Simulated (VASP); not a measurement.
# AlRu (CsCl type) (Pm-3m) in VASP: notebook

Runs on AlRu (CsCl type). Level: PBE. Tasks: single point.

Program: VASP 6.6.1. These are calculated values, not measurements. Logs are shortened: lines on timing, memory, paths and dates and some standing lists are left out, and cuts for length are marked.

### Step 1. The cell of the first run

The structure is cubic, space group Pm-3m (No. 221). Conventional cell: a = 2.728 Å, b = 2.728 Å, c = 2.728 Å, α = 90.00°, β = 90.00°, γ = 90.00°. Ru (site symmetry m-3m) has 8 Al at 2.36 Å and 6 Ru at 2.73 Å within 3.1 Å. Within 3.1 Å of Al (site symmetry m-3m) lie 8 Ru at 2.36 Å and 6 Al at 2.73 Å.

### Step 2. Single point, PBE

The input, INCAR:

```
SYSTEM = AlRu
PREC = Accurate ; ENCUT = 520
EDIFF = 1E-7 ; ISMEAR = -1
SIGMA = 0.08 ; LREAL = .False.
LASPH = .True. ; NELM = 100
ALGO = Normal ; ISIF = 2
LWAVE = .False. ; LCHARG = .False.
GGA = PE ; NBANDS = 16
```

The input, KPOINTS:

```
Automatic mesh
0
Gamma
  15 15 15
  0 0 0
```

The input, POSCAR:

```
AlRu
1.0
    2.7280985117      0.0000000000      0.0000000000
    0.0000000000      2.7280985117      0.0000000000
    0.0000000000      0.0000000000      2.7280985117
Ru Al
1 1
Direct
    0.0000000000      0.0000000000      0.0000000000
    0.5000000000      0.5000000000      0.5000000000
```

Potentials or basis: VASP PAW PBE potentials, release 64 (Ru_pv, Al).

Started as:

```
> cat potpaw_PBE.64/Ru_pv/POTCAR potpaw_PBE.64/Al/POTCAR > POTCAR
> mpirun -np 1 vasp_std > vasp.out
```

OUTCAR:

```text
SYSTEM = AlRu
   PREC = Accurate
   ENCUT = 520
   EDIFF = 1E-7
   ISMEAR = -1
   LREAL = .False.
   LASPH = .True.
   NELM = 100
   ISIF = 2
   GGA = PE

 ion  position               nearest neighbor table
   1  0.000  0.000  0.000-   2 2.36   2 2.36   2 2.36   2 2.36   2 2.36   2 2.36   2 2.36   2 2.36

   2  0.500  0.500  0.500-   1 2.36   1 2.36   1 2.36   1 2.36   1 2.36   1 2.36   1 2.36   1 2.36

  LATTYP: Found a simple cubic cell.
 ALAT       =     2.7280985117

  Lattice vectors:

 A1 = (   2.7280985117,   0.0000000000,   0.0000000000)
 A2 = (   0.0000000000,   2.7280985117,   0.0000000000)
 A3 = (   0.0000000000,   0.0000000000,   2.7280985117)

Analysis of symmetry for initial positions (statically):
=====================================================================
 Subroutine PRICEL returns:
 Original cell was already a primitive cell.

 Routine SETGRP: Setting up the symmetry group for a
 simple cubic supercell.

 Subroutine GETGRP returns: Found 48 space group operations
 (whereof 48 operations were pure point group operations)
 out of a pool of 48 trial point group operations.

The static configuration has the point symmetry O_h .

Analysis of symmetry for dynamics (positions and initial velocities):
=====================================================================
 Subroutine PRICEL returns:
 Original cell was already a primitive cell.

 Routine SETGRP: Setting up the symmetry group for a
 simple cubic supercell.

 Subroutine GETGRP returns: Found 48 space group operations
 (whereof 48 operations were pure point group operations)
 out of a pool of 48 trial point group operations.

The dynamic configuration has the point symmetry O_h .

 Subroutine INISYM returns: Found 48 space group operations
 (whereof 48 operations are pure point group operations),
 and found     1 'primitive' translations

----------------------------------------------------------------------------------------

                                     Primitive cell

  volume of cell :      20.3039

  direct lattice vectors                    reciprocal lattice vectors
     2.728098512  0.000000000  0.000000000     0.366555678  0.000000000  0.000000000
     0.000000000  2.728098512  0.000000000     0.000000000  0.366555678  0.000000000
     0.000000000  0.000000000  2.728098512     0.000000000  0.000000000  0.366555678

  length of vectors
     2.728098512  2.728098512  2.728098512     0.366555678  0.366555678  0.366555678

  position of ions in fractional coordinates (direct lattice)
     0.000000000  0.000000000  0.000000000
     0.500000000  0.500000000  0.500000000

  ion indices of the primitive-cell ions
   primitive index   ion index
                 1           1
                 2           2

----------------------------------------------------------------------------------------

 KPOINTS: Automatic mesh

Automatic generation of k-mesh.
 Grid dimensions read from file:
 generate k-points for:   15   15   15

 Generating k-lattice:

  Cartesian coordinates                     Fractional coordinates (reciprocal lattice)
     0.024437045  0.000000000  0.000000000     0.066666667  0.000000000  0.000000000
     0.000000000  0.024437045  0.000000000     0.000000000  0.066666667  0.000000000
     0.000000000  0.000000000  0.024437045     0.000000000  0.000000000  0.066666667

  Length of vectors
     0.024437045  0.024437045  0.024437045

  Shift w.r.t. Gamma in fractional coordinates (k-lattice)
     0.000000000  0.000000000  0.000000000

 Subroutine IBZKPT returns following result:
 ===========================================

 Found    120 irreducible k-points:

 Following reciprocal coordinates:
            Coordinates               Weight
  0.000000  0.000000  0.000000      1.000000
  0.066667  0.000000  0.000000      6.000000
  0.133333  0.000000  0.000000      6.000000
  0.200000  0.000000  0.000000      6.000000
  0.266667  0.000000  0.000000      6.000000
  0.333333  0.000000  0.000000      6.000000
[... 16 lines left out ...]
  0.266667  0.200000  0.000000     24.000000
  0.333333  0.200000  0.000000     24.000000
 [... further k-points ...]
   k-points           NKPTS =    120   k-points in BZ     NKDIM =    120   number of bands    NBANDS=     16
   number of dos      NEDOS =    301   number of ions     NIONS =      2
   total plane-waves  NPLWV =   8000
   dimension x,y,z NGX =    20 NGY =   20 NGZ =   20
   dimension x,y,z NGXF=    40 NGYF=   40 NGZF=   40
   ions per type =               1   1
   NGX,Y,Z   is equivalent  to a cutoff of  12.19, 12.19, 12.19 a.u.
   NGXF,Y,Z  is equivalent  to a cutoff of  24.38, 24.38, 24.38 a.u.
 SYSTEM =  AlRu
   PREC   = accura    normal or accurate (medium, high low for compatibility)
   ISTART =      0    job   : 0-new  1-cont  2-samecut
   ICHARG =      2    charge: 1-file 2-atom 10-const
   ISPIN  =      1    spin polarized calculation?
   LNONCOLLINEAR =      F non collinear calculations
   LSORBIT =      F    spin-orbit coupling
   LASPH  =      T    aspherical Exc in radial PAW
   ENCUT  =  520.0 eV  38.22 Ry    6.18 a.u.   5.07  5.07  5.07*2*pi/ulx,y,z
   NELM   =    100;   NELMIN=  2; NELMDL= -5     # of ELM steps
   EDIFF  = 0.1E-06   stopping-criterion for ELM
   LREAL  =      F    real-space projection
   EDIFFG = 0.1E-05   stopping-criterion for IOM
   NSW    =      0    number of steps for IOM
   IBRION =     -1    ionic relax: 0-MD 1-quasi-New 2-CG
   NFREE  =      0    steps in history (QN), initial steepest desc. (CG)
   ISIF   =      2    stress and relaxation
   ISYM   =      2    0-nonsym 1-usesym 2-fastsym
   POTIM  = 0.5000    time-step for ionic-motion
   TEBEG  =    0.0;   TEEND  =   0.0 temperature during run
   PSTRESS=    0.0 pullay stress
   NELECT =      17.0000    total number of electrons
   NUPDOWN=      -1.0000    fix difference up-down
   EMIN   =  10.00;   EMAX   =-10.00  energy-range for DOS
   EFERMI =   0.00;   METHOD = LEGACY
   ISMEAR =    -1;   SIGMA  =   0.08  broadening in eV -4-tet -1-fermi 0-gaus
   EFERMI_NEDOS =   21; number of points for ismear=-14 and -15
   IALGO  =     38    algorithm
   IMIX   =      4    mixing-type and parameters
     AMIX     =   0.40;   BMIX     =  1.00
     AMIX_MAG =   1.60;   BMIX_MAG =  1.00
  volume/ion in A,a.u.               =      10.15        68.51
  Fermi-wavevector in a.u.,A,eV,Ry     =   1.542995  2.915837 32.393193  2.380833
  Thomas-Fermi vector in A             =   2.648720
   LORBIT       =      0    0 simple, 1 ext, 2 COOP (PROOUT), +10 PAW based schemes
   GGA     = PE    functional components
   LHFCALC =     F    Hartree Fock is set to
   AEXX    =    0.0000 exact exchange contribution
   IVDW    =     0    specifies the selected vdW correction
   LEPSILON=     F    determine dielectric tensor
   LRPA    =     F    only Hartree local field effects (RPA)
 non-spin polarized calculation
  energy-cutoff  :      520.00
  volume of cell :       20.30
 maximum number of plane-waves:       558
   NGX = 11   NGY = 11   NGZ = 11

 number of electron      17.0000003 magnetization

 Free energy of the ion-electron system (eV)
  ---------------------------------------------------
  ext. energy  EPLUGINS =         0.00000000
  ---------------------------------------------------
  free energy    TOTEN  =       -12.46119408 eV

  energy without entropy =      -12.44092554  energy(sigma->0) =      -12.45105981

 E-fermi :  15.1957     XC(G=0): -14.0549

 val. band max:       15.1914824884   @ k =   0.1333   0.0667   0.0667
 cond. band min:      15.2033602774   @ k =   0.3333   0.1333   0.0000
 fundamental gap:      0.0118777890
 Fermi energy:        15.1957160091

 k-point     1 :       0.0000    0.0000    0.0000
  band No.  band energies     occupation
      1     -26.7037      2.00000
      2     -26.7037      2.00000
      3     -26.7037      2.00000
      4       3.8177      2.00000
      5       9.7707      2.00000
      6       9.7707      2.00000
[... 8 lines left out ...]
     15      27.8483      0.00000
     16      36.2053      0.00000

 k-point     2 :       0.0667    0.0000    0.0000
  band No.  band energies     occupation
      1     -26.7294      2.00000
      2     -26.7016      2.00000
      3     -26.7016      2.00000
      4       3.9285      2.00000
      5       9.8139      2.00000
      6       9.8366      2.00000
[... 8 lines left out ...]
     15      28.2552      0.00000
     16      36.4118      0.00000

 k-point     3 :       0.1333    0.0000    0.0000
  band No.  band energies     occupation
      1     -26.8014      2.00000
      2     -26.6956      2.00000
      3     -26.6956      2.00000
      4       4.2528      2.00000
      5       9.9392      2.00000
      6      10.0126      2.00000
[... 8 lines left out ...]
     15      29.1047      0.00000
     16      36.0597      0.00000

 k-point     4 :       0.2000    0.0000    0.0000
  band No.  band energies     occupation
      1     -26.9064      2.00000
      2     -26.6866      2.00000
      3     -26.6866      2.00000
      4       4.7670      2.00000
      5      10.1331      2.00000
      6      10.2287      2.00000
[... 8 lines left out ...]
     15      29.9385      0.00000
     16      35.3654      0.00000

 k-point     5 :       0.2667    0.0000    0.0000
  band No.  band energies     occupation
      1     -27.0252      2.00000
      2     -26.6764      2.00000
      3     -26.6764      2.00000
      4       5.4358      2.00000
      5      10.3622      2.00000
      6      10.3717      2.00000
[... 8 lines left out ...]
     15      30.5580      0.00000
     16      34.4386      0.00000

 k-point     6 :       0.3333    0.0000    0.0000
  band No.  band energies     occupation
      1     -27.1373      2.00000
      2     -26.6666      2.00000
      3     -26.6666      2.00000
      4       6.2138      2.00000
      5      10.2707      2.00000
      6      10.6188      2.00000
[... 8 lines left out ...]
     15      30.8821      0.00000
     16      33.4545      0.00000

 k-point     7 :       0.4000    0.0000    0.0000
  band No.  band energies     occupation
      1     -27.2238      2.00000
      2     -26.6589      2.00000
      3     -26.6589      2.00000
      4       7.0342      2.00000
      5       9.8968      2.00000
      6      10.8275      2.00000
[... 8 lines left out ...]
     15      30.8943      0.00000
     16      32.5736      0.00000

 k-point     8 :       0.4667    0.0000    0.0000
  band No.  band energies     occupation
      1     -27.2708      2.00000
      2     -26.6547      2.00000
      3     -26.6547      2.00000
      4       7.7292      2.00000
      5       9.4041      2.00000
      6      10.9484      2.00000
[... 8 lines left out ...]
     15      30.7612      0.00000
     16      32.0046      0.00000

 k-point     9 :       0.0667    0.0667    0.0000
  band No.  band energies     occupation
      1     -26.7289      2.00000
      2     -26.7255      2.00000
      3     -26.6995      2.00000
      4       4.0386      2.00000
      5       9.8670      2.00000
      6       9.8932      2.00000
[... 8 lines left out ...]
     15      28.3097      0.00000
     16      36.3750      0.00000
[... 172 lines left out ...]
 k-point    19 :       0.3333    0.1333    0.0000
  band No.  band energies     occupation
      1     -27.1248      2.00000
      2     -26.7595      2.00000
      3     -26.6581      2.00000
      4       6.5521      2.00000
      5      10.2194      2.00000
      6      10.9244      2.00000
[... 8 lines left out ...]
     15      32.0278      0.00000
     16      32.5046      0.00000

 k-point    20 :       0.4000    0.1333    0.0000
  band No.  band energies     occupation
      1     -27.2104      2.00000
      2     -26.7509      2.00000
      3     -26.6503      2.00000
      4       7.3513      2.00000
      5       9.7401      2.00000
      6      11.1204      2.00000
[... 8 lines left out ...]
     15      30.7700      0.00000
     16      31.8576      0.00000

 k-point    21 :       0.4667    0.1333    0.0000
  band No.  band energies     occupation
      1     -27.2569      2.00000
      2     -26.7462      2.00000
      3     -26.6460      2.00000
      4       8.1220      2.00000
      5       9.1049      2.00000
      6      11.2469      2.00000
[... 8 lines left out ...]
     15      29.8461      0.00000
     16      31.1498      0.00000

 k-point    22 :       0.2000    0.2000    0.0000
  band No.  band energies     occupation
      1     -26.8940      2.00000
      2     -26.8758      2.00000
      3     -26.6692      2.00000
      4       5.6343      2.00000
      5      10.3520      2.00000
      6      10.8215      2.00000
[... 8 lines left out ...]
     15      31.1444      0.00000
     16      34.1763      0.00000

 k-point    23 :       0.2667    0.2000    0.0000
  band No.  band energies     occupation
      1     -27.0019      2.00000
      2     -26.8713      2.00000
      3     -26.6588      2.00000
      4       6.2278      2.00000
      5      10.3379      2.00000
      6      11.1224      2.00000
[... 8 lines left out ...]
     15      32.1733      0.00000
     16      33.0026      0.00000

 k-point    24 :       0.3333    0.2000    0.0000
  band No.  band energies     occupation
      1     -27.1112      2.00000
      2     -26.8594      2.00000
      3     -26.6487      2.00000
      4       6.9030      2.00000
      5      10.0973      2.00000
      6      11.3397      2.00000
[... 8 lines left out ...]
     15      31.5460      0.00000
     16      32.3493      0.00000

 [... further k-points ...]
[... 5 lines left out ...]
  --------------------------------------------------------------------------------------
  -------------------------------------------------------------------------------------
  Total       13.9960386     13.9960386     13.9960386      0.0000000      0.0000000     -0.0000000
  in kB     1104.4233190   1104.4233190   1104.4233190      0.0000000      0.0000000     -0.0000000
  external PRESSURE =    1104.4233190 kB  Pullay stress =       0.0000000 kB

 VOLUME and BASIS-vectors are now :
 -----------------------------------------------------------------------------
  energy-cutoff  :      520.00
  volume of cell :       20.30
      direct lattice vectors                 reciprocal lattice vectors
     2.728098512  0.000000000  0.000000000     0.366555678  0.000000000  0.000000000
     0.000000000  2.728098512  0.000000000     0.000000000  0.366555678  0.000000000
     0.000000000  0.000000000  2.728098512     0.000000000  0.000000000  0.366555678

 POSITION                                       TOTAL-FORCE (eV/Angst)
 -----------------------------------------------------------------------------------
      0.00000      0.00000      0.00000         0.000000      0.000000      0.000000
      1.36405      1.36405      1.36405         0.000000      0.000000      0.000000
 -----------------------------------------------------------------------------------
    total drift:                               -0.000000      0.000000     -0.000000

  FREE ENERGIE OF THE ION-ELECTRON SYSTEM (eV)
  ---------------------------------------------------
  free  energy   TOTEN  =       -12.4611940833 eV

  energy  without entropy=      -12.4409255358  energy(sigma->0) =      -12.45105981
```

Wall time 38 s (1 thread of AMD EPYC 7R43 (Zen 3), shared host); peak memory 0.11 GiB.

Results:

```
Free energy : -12.4612 eV
Pressure    : 110.4 GPa
```

### Step 3. Single point, PBE

The input, INCAR:

```
  PREC = Accurate
  ENCUT = 520
  EDIFF = 1E-6
  ISMEAR = -1
  SIGMA = 0.08
  LREAL = False
  LASPH = True
  NELM = 60
  ALGO = Normal
  ISIF = 2
  LWAVE = False
  LCHARG = True
  GGA = PE
  LELF = True
  LVHAR = True
  NBANDS = 16
```

The input, KPOINTS:

```
Automatic mesh
0
Gamma
  15 15 15
```

The input, POSCAR:

```
AlRu
1.0
    2.7275017471      0.0000000000      0.0000000000
    0.0000000000      2.7275017471      0.0000000000
    0.0000000000      0.0000000000      2.7275017471
Ru Al
1 1
Direct
    0.0000000000      0.0000000000      0.0000000000
    0.5000000000      0.5000000000      0.5000000000
```

Potentials or basis: VASP PAW PBE potentials, release 64 (Ru_pv, Al).

Started as:

```
> cat potpaw_PBE.64/Ru_pv/POTCAR potpaw_PBE.64/Al/POTCAR > POTCAR
> mpirun -np 1 vasp_std > vasp.out
```

Run time: 33 s. Hardware: 1 thread of AMD EPYC 7R43 (Zen 3), shared host; peak memory 0.11 GiB.

The run converged. Its results:

| Quantity | Value |
| --- | --- |
| Free energy | -12.4520 eV |
| Pressure | 110.9 GPa |

Levels at points of the mesh, in eV from the Fermi level:
| k point | band 7 | band 8 | band 9 | band 10 | band 11 | band 12 |
| --- | --- | --- | --- | --- | --- | --- |
| (0.00, 0.00, 0.00) | 0.24 | 0.24 | 0.24 | 7.58 | 7.58 | 7.58 |
